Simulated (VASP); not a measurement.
A run of VASP 6.6.1:

The input INCAR:

```
ALGO = Normal
EDIFF = 1E-6
ENCUT = 560
GGA = CA
GGA_COMPAT = False
ISIF = 2
ISMEAR = 0
LASPH = True
LCHARG = True
LELF = True
LREAL = False
LVHAR = True
LWAVE = False
NBANDS = 23
NELM = 120
PREC = Accurate
SIGMA = 0.6
```

File KPOINTS:

```
k-points
0
Gamma
  13 13 8
```

File POSCAR:

```
Os
1.0
    2.7175247593      0.0000000000      0.0000000000
   -1.3587623796      2.3534454770      0.0000000000
    0.0000000000      0.0000000000      4.2844606214
Os
2
Direct
    0.3333333333      0.6666666667      0.2500000000
    0.6666666667      0.3333333333      0.7500000000
```

Potentials or basis: VASP PAW LDA potentials, release 64 (Os_sv_GW).

Launch:

```console
$ cat potpaw_LDA.64/Os_sv_GW/POTCAR > POTCAR
$ mpirun -np 1 vasp_std > vasp.out
```

Hardware: 1 thread of Intel(R) Xeon(R) Platinum 8259CL CPU @ 2.50GHz (Skylake/Cascade Lake), on a shared host.

Question: Estimate the wall time of this run.

Answer: Run time: 50 s on 1 thread of Intel(R) Xeon(R) Platinum 8259CL CPU @ 2.50GHz (Skylake/Cascade Lake) (shared host), peak memory 0.19 GiB. Counts: scf iterations 11, k points 105.
